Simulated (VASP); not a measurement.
# TiRh3 (Pm-3m) in VASP: a series of runs

The runs below take TiRh3 through single point, relaxation of cell and atoms, with LDA.

Program: VASP 6.6.1. These are calculated values, not measurements. Logs are shortened: lines on timing, memory, paths and dates and some standing lists are left out, and cuts for length are marked.

## (1) The cell of the first run

Symmetry: Pm-3m, No. 221, cubic system. Conventional cell: a = 3.770 Å, b = 3.770 Å, c = 3.770 Å, α = 90.00°, β = 90.00°, γ = 90.00°. Ti (site symmetry m-3m) has 12 Rh at 2.67 Å within 3.5 Å. Rh (site symmetry 4/mmm) has 4 Ti at 2.67 Å and 8 Rh at 2.67 Å within 3.5 Å.

## (2) Single point, LDA

INCAR reads:

```
SYSTEM = TiRh3
PREC     = Accurate       ! precision mode
ENCUT    = 520            ! plane-wave cutoff, eV
EDIFF    = 1E-6           ! SCF threshold, eV
ISMEAR   = 0              ! smearing method
SIGMA    = 0.05           ! smearing width, eV
LREAL    = .False.        ! projectors in reciprocal space
LASPH    = .True.         ! aspherical terms in the spheres
NELM     = 100            ! most SCF steps
ALGO     = Normal         ! electronic algorithm
ISIF     = 2              ! what is computed and relaxed
LWAVE    = .False.        ! write WAVECAR
LCHARG   = .False.        ! write CHGCAR
GGA      = CA             ! functional
NBANDS   = 36             ! bands
```

KPOINTS reads:

```
regular mesh
0
Gamma
  6 6 6
  0 0 0
```

POSCAR reads:

```
TiRh3
1.0
    3.7704654297      0.0000000000      0.0000000000
    0.0000000000      3.7704654297      0.0000000000
    0.0000000000      0.0000000000      3.7704654297
Ti Rh
1 3
Direct
    0.0000000000      0.0000000000      0.0000000000
    0.0000000000      0.5000000000      0.5000000000
    0.5000000000      0.0000000000      0.5000000000
    0.5000000000      0.5000000000      0.0000000000
```

Potentials or basis: VASP PAW LDA potentials, release 64 (Ti_sv, Rh_pv).

On the command line:

```
$ cat potpaw_LDA.64/Ti_sv/POTCAR potpaw_LDA.64/Rh_pv/POTCAR > POTCAR
$ mpirun -np 1 vasp_std > vasp.out
```

OUTCAR:

```text
SYSTEM = TiRh3
   PREC = Accurate
   ENCUT = 520
   EDIFF = 1E-6
   ISMEAR = 0
   LREAL = .False.
   LASPH = .True.
   NELM = 100
   ISIF = 2
   GGA = CA

 ion  position               nearest neighbor table
   1  0.000  0.000  0.000-   2 2.67   3 2.67   4 2.67   2 2.67   3 2.67   2 2.67   4 2.67   2 2.67
                             3 2.67   4 2.67   3 2.67   4 2.67
   2  0.000  0.500  0.500-   1 2.67   3 2.67   4 2.67   1 2.67   4 2.67   1 2.67   3 2.67   1 2.67
                             3 2.67   4 2.67   4 2.67   3 2.67
   3  0.500  0.000  0.500-   1 2.67   2 2.67   4 2.67   1 2.67   4 2.67   2 2.67   4 2.67   4 2.67
                             1 2.67   2 2.67   1 2.67   2 2.67
   4  0.500  0.500  0.000-   1 2.67   2 2.67   3 2.67   2 2.67   3 2.67   1 2.67   3 2.67   3 2.67
                             1 2.67   2 2.67   2 2.67   1 2.67

  LATTYP: Found a simple cubic cell.
 ALAT       =     3.7704654297

  Lattice vectors:

 A1 = (   3.7704654297,   0.0000000000,   0.0000000000)
 A2 = (   0.0000000000,   3.7704654297,   0.0000000000)
 A3 = (   0.0000000000,   0.0000000000,   3.7704654297)

Analysis of symmetry for initial positions (statically):
=====================================================================
 Subroutine PRICEL returns:
 Original cell was already a primitive cell.

 Routine SETGRP: Setting up the symmetry group for a
 simple cubic supercell.

 Subroutine GETGRP returns: Found 48 space group operations
 (whereof 48 operations were pure point group operations)
 out of a pool of 48 trial point group operations.

The static configuration has the point symmetry O_h .

Analysis of symmetry for dynamics (positions and initial velocities):
=====================================================================
 Subroutine PRICEL returns:
 Original cell was already a primitive cell.

 Routine SETGRP: Setting up the symmetry group for a
 simple cubic supercell.

 Subroutine GETGRP returns: Found 48 space group operations
 (whereof 48 operations were pure point group operations)
 out of a pool of 48 trial point group operations.

The dynamic configuration has the point symmetry O_h .

 Subroutine INISYM returns: Found 48 space group operations
 (whereof 48 operations are pure point group operations),
 and found     1 'primitive' translations

----------------------------------------------------------------------------------------

                                     Primitive cell

  volume of cell :      53.6025

  direct lattice vectors                    reciprocal lattice vectors
[... 88 lines left out ...]
   EDIFFG = 0.1E-04   stopping-criterion for IOM
   NSW    =      0    number of steps for IOM
   IBRION =     -1    ionic relax: 0-MD 1-quasi-New 2-CG
   NFREE  =      0    steps in history (QN), initial steepest desc. (CG)
   ISIF   =      2    stress and relaxation
   ISYM   =      2    0-nonsym 1-usesym 2-fastsym
   POTIM  = 0.5000    time-step for ionic-motion
   TEBEG  =    0.0;   TEEND  =   0.0 temperature during run
   PSTRESS=    0.0 pullay stress
   NELECT =      57.0000    total number of electrons
   NUPDOWN=      -1.0000    fix difference up-down
   EMIN   =  10.00;   EMAX   =-10.00  energy-range for DOS
   EFERMI =   0.00;   METHOD = LEGACY
   ISMEAR =     0;   SIGMA  =   0.05  broadening in eV -4-tet -1-fermi 0-gaus
   EFERMI_NEDOS =   21; number of points for ismear=-14 and -15
   IALGO  =     38    algorithm
   IMIX   =      4    mixing-type and parameters
     AMIX     =   0.40;   BMIX     =  1.00
     AMIX_MAG =   1.60;   BMIX_MAG =  1.00
  volume/ion in A,a.u.               =      13.40        90.43
  Fermi-wavevector in a.u.,A,eV,Ry     =   1.670981  3.157696 37.989877  2.792177
  Thomas-Fermi vector in A             =   2.756383
   LORBIT       =      0    0 simple, 1 ext, 2 COOP (PROOUT), +10 PAW based schemes
   GGA     = CA    functional components
   LHFCALC =     F    Hartree Fock is set to
   AEXX    =    0.0000 exact exchange contribution
   IVDW    =     0    specifies the selected vdW correction
   LEPSILON=     F    determine dielectric tensor
   LRPA    =     F    only Hartree local field effects (RPA)
 non-spin polarized calculation
 Gauss-broadening in eV      SIGMA  =   0.05
  energy-cutoff  :      520.00
  volume of cell :       53.60
 maximum number of plane-waves:      1472
   NGX = 15   NGY = 15   NGZ = 15

 number of electron      57.0000024 magnetization

 Free energy of the ion-electron system (eV)
  ---------------------------------------------------
  ext. energy  EPLUGINS =         0.00000000
  ---------------------------------------------------
  free energy    TOTEN  =       -37.19989693 eV

  energy without entropy =      -37.19385624  energy(sigma->0) =      -37.19687659

 E-fermi :  11.6847     XC(G=0): -14.1610

 val. band max:       11.6606549058   @ k =   0.3333   0.3333   0.3333
 cond. band min:      11.6930826702   @ k =   0.3333   0.3333   0.0000
 fundamental gap:      0.0324277645
 Fermi energy:        11.6847190501

 k-point     1 :       0.0000    0.0000    0.0000
  band No.  band energies     occupation
      1     -44.4647      2.00000
      2     -34.7720      2.00000
      3     -34.7720      2.00000
      4     -34.7720      2.00000
      5     -34.4274      2.00000
      6     -34.4274      2.00000
[... 769 lines left out ...]
     35      14.3585      0.00000
     36      14.6306      0.00000

------------------------ aborting loop because EDIFF is reached ----------------------------------------

  FORCE on cell =-STRESS in cart. coord.  units (eV):
  Direction    XX          YY          ZZ          XY          YZ          ZX
  --------------------------------------------------------------------------------------
  -------------------------------------------------------------------------------------
  Total        0.2746622      0.2746622      0.2746622      0.0000000      0.0000000      0.0000000
  in kB        8.2096477      8.2096477      8.2096477      0.0000000      0.0000000      0.0000000
  external PRESSURE =       8.2096477 kB  Pullay stress =       0.0000000 kB

 VOLUME and BASIS-vectors are now :
 -----------------------------------------------------------------------------
  energy-cutoff  :      520.00
  volume of cell :       53.60
      direct lattice vectors                 reciprocal lattice vectors
     3.770465430  0.000000000  0.000000000     0.265219246  0.000000000  0.000000000
     0.000000000  3.770465430  0.000000000     0.000000000  0.265219246  0.000000000
     0.000000000  0.000000000  3.770465430     0.000000000  0.000000000  0.265219246

 POSITION                                       TOTAL-FORCE (eV/Angst)
 -----------------------------------------------------------------------------------
      0.00000      0.00000      0.00000         0.000000      0.000000      0.000000
      0.00000      1.88523      1.88523         0.000000      0.000000      0.000000
      1.88523      0.00000      1.88523         0.000000      0.000000      0.000000
      1.88523      1.88523      0.00000         0.000000      0.000000      0.000000
 -----------------------------------------------------------------------------------
    total drift:                                0.000000      0.000000      0.000000

  FREE ENERGIE OF THE ION-ELECTRON SYSTEM (eV)
  ---------------------------------------------------
  free  energy   TOTEN  =       -37.1998969321 eV

  energy  without entropy=      -37.1938562386  energy(sigma->0) =      -37.19687659
```

OSZICAR:

```text
N       E                     dE             d eps       ncg     rms          rms(c)
DAV:   1     0.756001096820E+03    0.75600E+03   -0.32816E+04  1440   0.191E+03
DAV:   2     0.377420763257E+01   -0.75223E+03   -0.73389E+03  1476   0.595E+02
DAV:   3    -0.388251920937E+02   -0.42599E+02   -0.40652E+02  1896   0.142E+02
DAV:   4    -0.403496072205E+02   -0.15244E+01   -0.15091E+01  1780   0.231E+01
DAV:   5    -0.403811062712E+02   -0.31499E-01   -0.31445E-01  1744   0.320E+00    0.205E+01
DAV:   6    -0.376757741724E+02    0.27053E+01   -0.10007E+01  1812   0.256E+01    0.857E+00
DAV:   7    -0.379794502094E+02   -0.30368E+00   -0.75530E+00  1760   0.194E+01    0.736E+00
DAV:   8    -0.372033153837E+02    0.77613E+00   -0.17156E+00  1960   0.933E+00    0.197E+00
DAV:   9    -0.372066027564E+02   -0.32874E-02   -0.11002E-01  1796   0.167E+00    0.105E+00
DAV:  10    -0.372007975301E+02    0.58052E-02   -0.50065E-02  1756   0.164E+00    0.223E-01
DAV:  11    -0.372000414739E+02    0.75606E-03   -0.42976E-03  2008   0.478E-01    0.149E-01
DAV:  12    -0.371999063610E+02    0.13511E-03   -0.74081E-04  1756   0.186E-01    0.237E-02
DAV:  13    -0.371998978250E+02    0.85360E-05   -0.57148E-05  1964   0.591E-02    0.131E-02
DAV:  14    -0.371998969321E+02    0.89285E-06   -0.70682E-06  1460   0.192E-02
   1 F= -.37199897E+02 E0= -.37196877E+02  d E =-.604069E-02
```

stdout:

```text
POSCAR found type information on POSCAR TiRh
 POSCAR found :  2 types and       4 ions
 scaLAPACK will be used
 LDA part: xc-table for (Slater(with rela. corr.)+CA(PZ))
 , standard interpolation
 POSCAR, INCAR and KPOINTS ok, starting setup
 FFT: planning ... GRIDC
 FFT: planning ... GRID_SOFT
 FFT: planning ... GRID
 WAVECAR not read
 entering main loop
```

Wall time 23 s (1 thread of Intel Xeon Platinum 8488C (Sapphire Rapids), shared host); peak memory 0.15 GiB.

What came out:

```
Free energy : -37.1999 eV
Pressure    : 0.8 GPa
```

Levels at points of the mesh, in eV from the Fermi level:
| k point | band 24 | band 25 | band 26 | band 27 | band 28 | band 29 | band 30 | band 31 | band 32 | band 33 |
| --- | --- | --- | --- | --- | --- | --- | --- | --- | --- | --- |
| (0.00, 0.00, 0.00) | -0.22 | -0.22 | 0.90 | 1.40 | 1.40 | 1.40 | 2.81 | 2.81 | 3.51 | 3.51 |
| (0.50, 0.00, 0.00) | -1.67 | -1.33 | -1.17 | -1.17 | -0.97 | 0.10 | 1.10 | 1.10 | 1.40 | 1.77 |
| (0.50, 0.50, 0.00) | -2.53 | -1.71 | -1.62 | -1.62 | -1.21 | -0.82 | -0.78 | 1.51 | 1.51 | 1.62 |
| (0.50, 0.50, 0.50) | -1.65 | -1.65 | 0.94 | 0.94 | 0.94 | 1.00 | 1.18 | 1.18 | 1.18 | 2.67 |

## (3) Relaxation of cell and atoms, LDA

This run uses another cell than the first one, of 13.96 Å³/atom, 1.042 times its volume.

INCAR reads:

```
ALGO = Normal
EDIFF = 1E-6
EDIFFG = -0.02
ENCUT = 600
IBRION = 2
ISIF = 3
ISMEAR = 0
LASPH = T
LCHARG = F
LREAL = F
LWAVE = F
NELM = 100
NSW = 80
PREC = Accurate
SIGMA = 0.05
```

KPOINTS reads:

```
k-points
0
Gamma
  6 6 6
```

POSCAR reads:

```
TiRh3
1.0
    3.8220000000      0.0000000000      0.0000000000
    0.0000000000      3.8220000000      0.0000000000
    0.0000000000      0.0000000000      3.8220000000
Ti Rh
1 3
Direct
    0.0000000000      0.0000000000      0.0000000000
    0.0000000000      0.5000000000      0.5000000000
    0.5000000000      0.0000000000      0.5000000000
    0.5000000000      0.5000000000      0.0000000000
```

Potentials or basis: VASP PAW LDA potentials, release 64 (Ti_sv, Rh_pv).

On the command line:

```
$ cat potpaw_LDA.64/Ti_sv/POTCAR potpaw_LDA.64/Rh_pv/POTCAR > POTCAR
$ mpirun -np 1 vasp_std > vasp.out
```

Run time: 94 s. Hardware: 1 thread of Intel Xeon Platinum 8488C (Sapphire Rapids), shared host; peak memory 0.18 GiB.

The run converged. Its results:

- Free energy: -37.2023 eV
- Relaxed volume: 13.44 Å³/atom
- Relaxed cell: a = 3.774 Å, b = 3.774 Å, c = 3.774 Å, α = 90.00°, β = 90.00°, γ = 90.00°
- Space group after relaxing (to 0.05 Å): Pm-3m (No. 221)
- Energy gained by relaxing: 16.4 meV/atom
- Ionic steps: 4
- Pressure after relaxing: -0.1 GPa

Step by step:
| step | energy change (eV) | largest force (eV/Å) | pressure (GPa) | volume (Å³) |
| --- | --- | --- | --- | --- |
| 1 | 0.0000 | 0.0000 | -9.73 | 55.83 |
| 2 | 0.3185 | 0.0000 | 29.77 | 49.25 |
| 3 | -0.0655 | 0.0000 | -0.34 | 53.81 |
| 4 | -0.0656 | 0.0000 | -0.08 | 53.75 |

Final structure:
```yaml
crystal:
  lattice:
    - [3.77390, 0.00000, 0.00000]
    - [0.00000, 3.77390, 0.00000]
    - [0.00000, 0.00000, 3.77390]
  atoms:
    - { symbol: Ti, position: [0.00000, 0.00000, 0.00000] }
    - { symbol: Rh, position: [0.00000, 0.50000, 0.50000] }
    - { symbol: Rh, position: [0.50000, 0.00000, 0.50000] }
    - { symbol: Rh, position: [0.50000, 0.50000, 0.00000] }
```

Levels at points of the mesh, in eV from the Fermi level:
| k point | band 24 | band 25 | band 26 | band 27 | band 28 | band 29 | band 30 | band 31 | band 32 | band 33 |
| --- | --- | --- | --- | --- | --- | --- | --- | --- | --- | --- |
| (0.00, 0.00, 0.00) | -0.22 | -0.22 | 0.90 | 1.39 | 1.39 | 1.39 | 2.80 | 2.80 | 3.50 | 3.50 |
| (0.50, 0.00, 0.00) | -1.67 | -1.32 | -1.16 | -1.16 | -0.96 | 0.10 | 1.09 | 1.09 | 1.39 | 1.76 |
| (0.50, 0.50, 0.00) | -2.52 | -1.70 | -1.62 | -1.62 | -1.21 | -0.82 | -0.77 | 1.50 | 1.50 | 1.61 |
| (0.50, 0.50, 0.50) | -1.65 | -1.65 | 0.94 | 0.94 | 0.94 | 1.00 | 1.18 | 1.18 | 1.18 | 2.66 |

LDA usually gives volumes a few per cent too small. Zero-point motion and thermal expansion aren't in these numbers.
